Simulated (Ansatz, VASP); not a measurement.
## Two plane-wave programs on Ti3C2

The input POSCAR:

```
Ti3C2
1.0
    3.0640472959      0.0000000000      0.0000000000
   -1.5320236479      2.6535427966      0.0000000000
    0.0000000000      0.0000000000     14.3625922883
Ti C
6 4
Direct
    0.3333333333      0.6666666667      0.8441961089
    0.6666666667      0.3333333333      0.3441961089
    0.6666666667      0.3333333333      0.1558038911
    0.3333333333      0.6666666667      0.6558038911
    0.0000000000      0.0000000000      0.0000000000
    0.0000000000      0.0000000000      0.5000000000
    0.6666666667      0.3333333333      0.9141626305
    0.3333333333      0.6666666667      0.4141626305
    0.6666666667      0.3333333333      0.5858373695
    0.3333333333      0.6666666667      0.0858373695
```

The input INCAR.step1:

```
SYSTEM = Ti3C2
PREC = Accurate
ENCUT = 520
ISMEAR = 0
SIGMA = 0.15
LREAL = .FALSE.
LASPH = .TRUE.
NELM = 60
NBANDS = 55
GGA = PE
ALGO = Normal
EDIFF = 1E-4
LWAVE = .TRUE.
LCHARG = .FALSE.
```

INCAR.step2

```
SYSTEM = Ti3C2
PREC = Accurate
ENCUT = 520
EDIFF = 1E-7
ISMEAR = 0
SIGMA = 0.15
LREAL = .FALSE.
LASPH = .TRUE.
NELM = 60
ALGO = Normal
ISIF = 2
LWAVE = .FALSE.
LCHARG = .FALSE.
METAGGA = R2SCAN
LMIXTAU = .TRUE.
NBANDS = 55
ISTART = 1
```

KPOINTS

```
Automatic mesh
0
G
  12 12 4
  0 0 0
```

Input for Ansatz:

```yaml
crystal:
  lattice:
    - [3.0640472959, 0.0, 0.0]
    - [-1.5320236479, 2.6535427966, 0.0]
    - [0.0, 0.0, 14.3625922883]
  atoms:
    - { symbol: Ti, position: [0.3333333333, 0.6666666667, 0.8441961089] }
    - { symbol: Ti, position: [0.6666666667, 0.3333333333, 0.3441961089] }
    - { symbol: Ti, position: [0.6666666667, 0.3333333333, 0.1558038911] }
    - { symbol: Ti, position: [0.3333333333, 0.6666666667, 0.6558038911] }
    - { symbol: Ti, position: [0.0, 0.0, 0.0] }
    - { symbol: Ti, position: [0.0, 0.0, 0.5] }
    - { symbol: C, position: [0.6666666667, 0.3333333333, 0.9141626305] }
    - { symbol: C, position: [0.3333333333, 0.6666666667, 0.4141626305] }
    - { symbol: C, position: [0.6666666667, 0.3333333333, 0.5858373695] }
    - { symbol: C, position: [0.3333333333, 0.6666666667, 0.0858373695] }
basis:
  ecutwfc: 500
kpoints:
  mp_grid: { grid: [12, 12, 4] }
hamiltonian:
  xc: r2scan
scf:
  occupations: { method: gaussian, width: 0.15 }
output:
  forces: true
  stress: true
  eigenvalues: true
```

Change from the starting cell: strain +0.000 along x and y, -0.050 along z, atoms carried along.

Alike in both runs: task single point; functional r2SCAN; k mesh 12 × 12 × 4; occupations gaussian, width 0.15 eV; no spin polarisation.

|  | VASP | Ansatz |
| --- | --- | --- |
| version | VASP 6.6.1 | Ansatz 0.2.0 |
| potentials or method | VASP PAW PBE potentials, release 64 (Ti_sv, C), cutoff 520 eV | scalar-relativistic, plane waves, PAW |
| valence electrons in the cell | 88 | 88 |

Ansatz gave:

* gap on the k mesh at the Fermi level (eV): none
* pressure (GPa): 11.2
* traceless stress, the component that is largest in VASP (GPa): 10.98
* rms of the force components (eV/Å): 0.322

Q: What did VASP give for the same quantities?

A: gap on the k mesh at the Fermi level (eV): none; pressure (GPa): 12.1; traceless stress, the component that is largest in VASP (GPa): 10.89; rms of the force components (eV/Å): 0.360.

VASP's potentials were made for PBE, not for r2SCAN. Atom by atom the forces differ by 0.040 eV/Å (rms over components). A gap of «none» marks a metal or a gap that the smearing closes. The functional is the same, so the differences come from potentials, cutoffs and numerics.
